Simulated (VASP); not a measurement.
PbSe:

```xyz
2
Lattice="0.0000 3.4232 3.4232 3.4232 0.0000 3.4232 3.4232 3.4232 0.0000" Properties=species:S:1:pos:R:3 pbc="T T T"
Pb    0.0000    0.0000    0.0000
Se    1.7116    1.7116    1.7116
```

Base run:

- Program: VASP 6.6.1
- Functional: PBE
- Potentials or basis: VASP PAW PBE potentials, release 64 (Pb_d, Se)
- Cutoff: 520 eV
- k mesh: 4 × 4 × 4
- Occupations: gaussian, width 0.01 eV
- Spin: no spin polarisation

Its results: band gap on the k mesh 0.62 eV, indirect (least direct gap 1.15 eV); pressure 0.7 GPa.

Question: The run is repeated on the same cell with these changes: k mesh from 4 × 4 × 4 to 6 × 6 × 6. What comes out?

Answer: Band gap on the k mesh 0.75 eV, indirect (least direct gap 1.15 eV); pressure 0.7 GPa.

Caveats: spin-orbit coupling is left out, which moves the levels of the heavy elements.

A k mesh can miss the band edges.
